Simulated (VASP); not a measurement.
# Li2S (Fm-3m) in VASP: notebook, part 2 of 2

VASP 6.6.1. The steps go on from the part before.

## Step 3: Single point, PBE-based screened hybrid with 50 % exact exchange

POSCAR reads:

```
Li2S
1.0
    0.0000000000      2.8452943747      2.8452943747
    2.8452943747      0.0000000000      2.8452943747
    2.8452943747      2.8452943747      0.0000000000
Li S
2 1
Direct
    0.2500000000      0.2500000000      0.2500000000
    0.7500000000      0.7500000000      0.7500000000
    0.0000000000      0.0000000000      0.0000000000
```

INCAR.step1 reads:

```
SYSTEM = Li2S
  PREC = Accurate
  ENCUT = 650
  EDIFF = 1E-5
  ISMEAR = 0
  SIGMA = 0.01
  LREAL = .FALSE.
  LASPH = .TRUE.
  NELM = 120
  ALGO = Normal
  ISIF = 2
  LWAVE = .TRUE.
  LCHARG = .FALSE.
  GGA = PE
  NBANDS = 13
  GGA_COMPAT = .FALSE.
```

INCAR.step2 reads:

```
SYSTEM = Li2S
  PREC = Accurate
  ENCUT = 650
  EDIFF = 1E-6
  ISMEAR = 0
  SIGMA = 0.01
  LREAL = .FALSE.
  LASPH = .TRUE.
  NELM = 120
  ALGO = Normal
  ISIF = 2
  LWAVE = .FALSE.
  LCHARG = .FALSE.
  GGA = PE
  LHFCALC = .TRUE.
  AEXX = 0.5
  HFSCREEN = 0.5
  PRECFOCK = Normal
  ISTART = 1
  NBANDS = 13
  GGA_COMPAT = .FALSE.
```

KPOINTS reads:

```
regular mesh
0
G
  4 4 4
  0 0 0
```

Potentials or basis: VASP PAW PBE potentials, release 64 (Li_sv, S).

The run is started by

```
$ cat potpaw_PBE.64/Li_sv/POTCAR potpaw_PBE.64/S/POTCAR > POTCAR
$ cp INCAR.step1 INCAR
$ mpirun -np 1 vasp_std > vasp.out
$ cp INCAR.step2 INCAR
$ mpirun -np 1 vasp_std > vasp.out
```

OUTCAR:

```text
SYSTEM = Li2S
   PREC = Accurate
   ENCUT = 650
   EDIFF = 1E-6
   ISMEAR = 0
   LREAL = .FALSE.
   LASPH = .TRUE.
   NELM = 120
   ISIF = 2
   GGA = PE
   LHFCALC = .TRUE.
   AEXX = 0.5
   HFSCREEN = 0.5
   PRECFOCK = Normal
   ISTART = 1

 ion  position               nearest neighbor table
   1  0.250  0.250  0.250-   3 2.46   3 2.46   3 2.46   3 2.46
   2  0.750  0.750  0.750-   3 2.46   3 2.46   3 2.46   3 2.46
   3  0.000  0.000  0.000-   2 2.46   2 2.46   2 2.46   1 2.46   2 2.46   1 2.46   1 2.46   1 2.46

  LATTYP: Found a face centered cubic cell.
 ALAT       =     5.6905887494

  Lattice vectors:

 A1 = (   0.0000000000,   2.8452943747,   2.8452943747)
 A2 = (   2.8452943747,   0.0000000000,   2.8452943747)
 A3 = (   2.8452943747,   2.8452943747,   0.0000000000)

Analysis of symmetry for initial positions (statically):
=====================================================================
 Subroutine PRICEL returns:
 Original cell was already a primitive cell.

 Routine SETGRP: Setting up the symmetry group for a
 face centered cubic supercell.

[... 174 lines left out ...]
      6       0.7170      2.00000
      7       6.0754      0.00000
      8       8.0932      0.00000
      9       8.0932      0.00000
     10       8.0932      0.00000
     11      13.2506      0.00000
     12      13.2506      0.00000
     13      14.4928      0.00000
[... 98 lines left out ...]
  band No.  band energies     occupation
      1     -48.8955      2.00000
      2     -48.8955      2.00000
      3     -11.3806      2.00000
      4      -1.2729      2.00000
      5      -1.2729      2.00000
      6      -1.1152      2.00000
      7       7.1812      0.00000
      8       9.2568      0.00000
      9      10.8987      0.00000
     10      10.8987      0.00000
     11      14.2224      0.00000
     12      14.2224      0.00000
     13      14.9639      0.00000

------------------------ aborting loop because EDIFF is reached ----------------------------------------

  FORCE on cell =-STRESS in cart. coord.  units (eV):
  Direction    XX          YY          ZZ          XY          YZ          ZX
  --------------------------------------------------------------------------------------
  -------------------------------------------------------------------------------------
  Total       -0.2490531     -0.2490531     -0.2490531      0.0000000      0.0000000     -0.0000000
  in kB       -8.6614560     -8.6614560     -8.6614560      0.0000000      0.0000000     -0.0000000
  external PRESSURE =      -8.6614560 kB  Pullay stress =       0.0000000 kB

 VOLUME and BASIS-vectors are now :
 -----------------------------------------------------------------------------
  energy-cutoff  :      650.00
  volume of cell :       46.07
      direct lattice vectors                 reciprocal lattice vectors
     0.000000000  2.845294375  2.845294375    -0.175728742  0.175728742  0.175728742
     2.845294375  0.000000000  2.845294375     0.175728742 -0.175728742  0.175728742
     2.845294375  2.845294375  0.000000000     0.175728742  0.175728742 -0.175728742

 POSITION                                       TOTAL-FORCE (eV/Angst)
 -----------------------------------------------------------------------------------
      1.42265      1.42265      1.42265        -0.000000      0.000000      0.000000
      4.26794      4.26794      4.26794         0.000000     -0.000000     -0.000000
      0.00000      0.00000      0.00000         0.000000      0.000000     -0.000000
 -----------------------------------------------------------------------------------
    total drift:                                0.000001      0.000000      0.000000

  FREE ENERGIE OF THE ION-ELECTRON SYSTEM (eV)
  ---------------------------------------------------
  free  energy   TOTEN  =       -13.5785392454 eV

  energy  without entropy=      -13.5785392454  energy(sigma->0) =      -13.57853925
```

OUTCAR.step1:

```text
SYSTEM = Li2S
   PREC = Accurate
   ENCUT = 650
   EDIFF = 1E-5
   ISMEAR = 0
   LREAL = .FALSE.
   LASPH = .TRUE.
   NELM = 120
[... 333 lines left out ...]
      1.42265      1.42265      1.42265        -0.000000     -0.000000     -0.000000
      4.26794      4.26794      4.26794         0.000000      0.000000      0.000000
      0.00000      0.00000      0.00000         0.000000      0.000000     -0.000000
 -----------------------------------------------------------------------------------
    total drift:                                0.000000      0.000000      0.000000

  FREE ENERGIE OF THE ION-ELECTRON SYSTEM (eV)
  ---------------------------------------------------
  free  energy   TOTEN  =       -11.9868983609 eV

  energy  without entropy=      -11.9868983609  energy(sigma->0) =      -11.98689836
```

Run time: 9.8 min. Hardware: 1 thread of Intel Xeon 8259CL, shared host; peak memory 0.31 GiB.

Results:

```yaml
Free_energy: -13.5785 eV
Pressure: -0.9 GPa
Band_gap_on_the_k_mesh: 4.31 eV (least direct gap 5.36 eV)
```

Caveat: the k points lie up to 0.48 Å⁻¹ apart; the PAW data sets were made with another functional, which shifts forces and pressure a little. A k mesh can miss the band edges.

## Step 4: Single point, PBE-based screened hybrid with 5 % exact exchange

POSCAR is that of step 3.

INCAR.step1 reads:

```
SYSTEM = Li2S
PREC     = Accurate       ! precision mode
ENCUT    = 650            ! plane-wave cutoff, eV
EDIFF    = 1E-5           ! SCF threshold, eV
ISMEAR   = 0              ! smearing method
SIGMA    = 0.01           ! smearing width, eV
LREAL    = .FALSE.        ! projectors in reciprocal space
LASPH    = .TRUE.         ! aspherical terms in the spheres
NELM     = 120            ! most SCF steps
ALGO     = Normal         ! electronic algorithm
ISIF     = 2              ! what is computed and relaxed
LWAVE    = .TRUE.         ! write WAVECAR
LCHARG   = .FALSE.        ! write CHGCAR
NBANDS   = 13             ! bands
GGA      = PE             ! functional
GGA_COMPAT= .FALSE.
```

INCAR.step2 reads:

```
SYSTEM = Li2S
PREC     = Accurate       ! precision mode
ENCUT    = 650            ! plane-wave cutoff, eV
EDIFF    = 1E-6           ! SCF threshold, eV
ISMEAR   = 0              ! smearing method
SIGMA    = 0.01           ! smearing width, eV
LREAL    = .FALSE.        ! projectors in reciprocal space
LASPH    = .TRUE.         ! aspherical terms in the spheres
NELM     = 120            ! most SCF steps
ALGO     = Normal         ! electronic algorithm
ISIF     = 2              ! what is computed and relaxed
LWAVE    = .FALSE.        ! write WAVECAR
LCHARG   = .FALSE.        ! write CHGCAR
GGA      = PE             ! functional
LHFCALC  = .TRUE.         ! exact exchange
AEXX     = 0.05           ! exact-exchange fraction
HFSCREEN = 0.2078         ! screening, 1/A
PRECFOCK = Normal       
NBANDS   = 13             ! bands
ISTART   = 1            
GGA_COMPAT= .FALSE.
```

KPOINTS reads:

```
Automatic mesh
0
G
  4 4 4
  0 0 0
```

The run is started by

```
$ cat potpaw_PBE.64/Li_sv/POTCAR potpaw_PBE.64/S/POTCAR > POTCAR
$ cp INCAR.step1 INCAR
$ mpirun -np 1 vasp_std > vasp.out
$ cp INCAR.step2 INCAR
$ mpirun -np 1 vasp_std > vasp.out
```

It took 5.8 min on 1 thread of Intel Xeon 8259CL, shared host; peak memory 0.31 GiB.

The run converged. Its results:

| Property | Result |
| --- | --- |
| Free energy | -12.2876 eV |
| Pressure | 0.1 GPa |
| Band gap on the k mesh | 3.57 eV (least direct gap 4.50 eV) |

Levels at points of the mesh, in eV from the valence-band top:
```csv
k point,band 3,band 4,band 5,band 6,band 7,band 8,band 9,band 10
"(0.00, 0.00, 0.00)",-11.27,0.00,0.00,0.00,4.50,6.46,6.46,6.46
"(0.50, 0.00, 0.00)",-10.82,-2.94,-0.52,-0.52,6.35,6.80,6.80,8.67
"(0.50, 0.50, 0.00)",-10.69,-2.22,-1.45,-1.45,3.57,7.33,11.40,11.40
```

Caveat: the k points lie up to 0.48 Å⁻¹ apart; the PAW data sets were made with another functional, which shifts forces and pressure a little.

## Step 5: Overview

| level | share of exact exchange | screening parameter | gap on the mesh (eV) | pressure (GPa) |
| --- | --- | --- | --- | --- |
| PBE-based global hybrid with 75 % exact exchange | 0.75 | - | 8.51 | -2.4 |
| PBE-based screened hybrid with 50 % exact exchange | 0.5 | 0.5 1/Å | 4.31 | -0.9 |
| PBE-based screened hybrid with 5 % exact exchange | 0.05 | 0.2078 1/Å | 3.57 | 0.1 |

Alike in all rows: task single point; potentials or basis VASP PAW PBE potentials, release 64 (Li_sv, S); no spin polarisation; cell as given; k mesh 4 × 4 × 4; cutoff (eV) 650; smearing gaussian 0.01 eV.

Caveats: all runs use coarse meshes; the PAW data sets were made with another functional, which shifts forces and pressure a little.

Absolute energies hang on the potentials; compare differences alone.
